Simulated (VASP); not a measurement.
Input of a VASP 6.6.1 run:

INCAR

```
SYSTEM = MoPt2
PREC     = Accurate       ! precision mode
ENCUT    = 520            ! plane-wave cutoff, eV
EDIFF    = 1E-8           ! SCF threshold, eV
ISMEAR   = -1             ! smearing method
SIGMA    = 0.05           ! smearing width, eV
LREAL    = .False.        ! projectors in reciprocal space
LASPH    = .True.         ! aspherical terms in the spheres
NELM     = 80             ! most SCF steps
ALGO     = Normal         ! electronic algorithm
ISIF     = 2              ! what is computed and relaxed
LWAVE    = .False.        ! write WAVECAR
LCHARG   = .False.        ! write CHGCAR
LEFG     = .True.       
NBANDS   = 24             ! bands
```

KPOINTS

```
regular mesh
0
Gamma
  13 13 13
  0 0 0
```

File POSCAR:

```
MoPt2
1.0
   -1.3740000000      1.9575000000      4.1190000000
    1.3740000000     -1.9575000000      4.1190000000
    1.3740000000      1.9575000000     -4.1190000000
Mo Pt
1 2
Direct
    0.0000000000      0.0000000000      0.0000000000
    0.6205400000      0.6205400000      0.0000000000
    0.3794600000      0.3794600000      0.0000000000
```

Potentials or basis: VASP PAW LDA potentials, release 64 (Mo_sv, Pt).

The run is started by

```sh
$ cat potpaw_LDA.64/Mo_sv/POTCAR potpaw_LDA.64/Pt/POTCAR > POTCAR
$ mpirun -np 1 vasp_std > vasp.out
```

Task: What does it give for the largest force?

Result: 26.055 eV/Å.

Task: Estimate the pressure.

Result: 68.2 GPa.

Task: Estimate the band gap on the k mesh.

Result: Zero (bands 17 and 18 overlap by 1.47 eV).

Electric field gradients, principal values (V/Å²):
| atom | least | middle | greatest (by size) |
| --- | --- | --- | --- |
| 1 Mo | 18.667 | 64.265 | -82.932 |
| 2 Pt | 30.082 | 148.540 | -178.622 |
| 3 Pt | 30.082 | 148.540 | -178.622 |

Caveat: the cell differs from its parent crystal (shortest bond scaled by 0.82); the stress differs along the axes, from 15 to 161 GPa; without QUAD_EFG the Cq values of the log hold for a quadrupole moment of 1 mb, not for the nuclei; spin-orbit coupling is left out, which moves the levels of the heavy elements; forces of over 1 eV/Å act on the atoms, so gaps and moduli don't describe the material at rest.
